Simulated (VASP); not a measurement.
Runs of VASP 6.6.1 on Be2ZnTe5. The structure is that of space group I4/m (No. 87), or close to it. The cells are those of the table. 

```tsv
task	cell	k mesh	cutoff (eV)	smearing	gap on the mesh (eV)	pressure (GPa)	largest force (eV/Å)
single point	a = 6.469 Å, angles 105.1, 105.1, 118.6°, 8 atoms	4 × 4 × 4	520	gaussian 0.1 eV	0.69	0.0	0.02
single point	a = 6.469 Å, angles 105.1, 105.1, 118.6°, 8 atoms	8 × 8 × 8	520	gaussian 0.02 eV	0.31	0.0	(a)
relaxation of cell and atoms	relaxed from a = 6.346 Å, angles 104.7, 104.7, 119.4°, 8 atoms	3 × 3 × 3	600	gaussian 0.2 eV	0.73	0.2	0.03
single point	a = 6.459 Å, angles 105.0, 105.0, 118.8°, 8 atoms	3 × 3 × 3	520	gaussian 0.2 eV	0.73	0.2	0.02
```

Alike in all rows: level PBE; potentials or basis VASP PAW PBE potentials, release 64 (Be, Zn, Te); no spin polarisation.

Fill in the values left out.

(a) 0.01.

Caveats: some runs use coarse meshes; spin-orbit coupling is left out, which moves the levels of the heavy elements; the relaxation stopped at a loose force limit of 0.08 eV/Å, so its end isn't a converged minimum (some runs).

A k mesh can miss the band edges, and the runs leave out spin-orbit coupling on Te.
